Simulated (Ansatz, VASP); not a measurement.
Two plane-wave programs on Ta

```
Ta
1.0
    -1.62780    1.62780    1.62780
     1.62780   -1.62780    1.62780
     1.62780    1.62780   -1.62780
Ta
1
Direct
  0.00000 0.00000 0.00000
```

Alike in both runs: functional LDA; k mesh 16 × 16 × 16; occupations fermi-dirac, width 0.15 eV; no spin polarisation.

Ansatz relaxed the structure, and its values are those at the end. VASP's run is a single point on that final structure, the one shown.

|  | VASP | Ansatz |
| --- | --- | --- |
| version | VASP 6.6.1 | Ansatz 0.2.0 |
| potentials or method | VASP PAW LDA potentials, release 64 (Ta_pv), cutoff 520 eV | scalar-relativistic, plane waves, PAW |
| valence electrons in the cell | 11 | 13 |

|  | VASP | Ansatz | Ansatz less VASP |
| --- | --- | --- | --- |
| gap on the k mesh at the Fermi level (eV) | none | none | - |
| pressure (GPa) | 0.8 | 0.0 | -0.85 |

Ansatz warns that its potentials were made for another functional, while VASP's fit it. LDA's correlation is that of Perdew and Zunger in VASP and of Perdew and Wang (1992) in Ansatz. A gap of «none» marks a metal or a gap that the smearing closes. VASP's potentials hold 11 valence electrons a cell and Ansatz's 13, so a difference there can come from the potentials and not from the codes.

Neither program's run includes spin-orbit coupling.
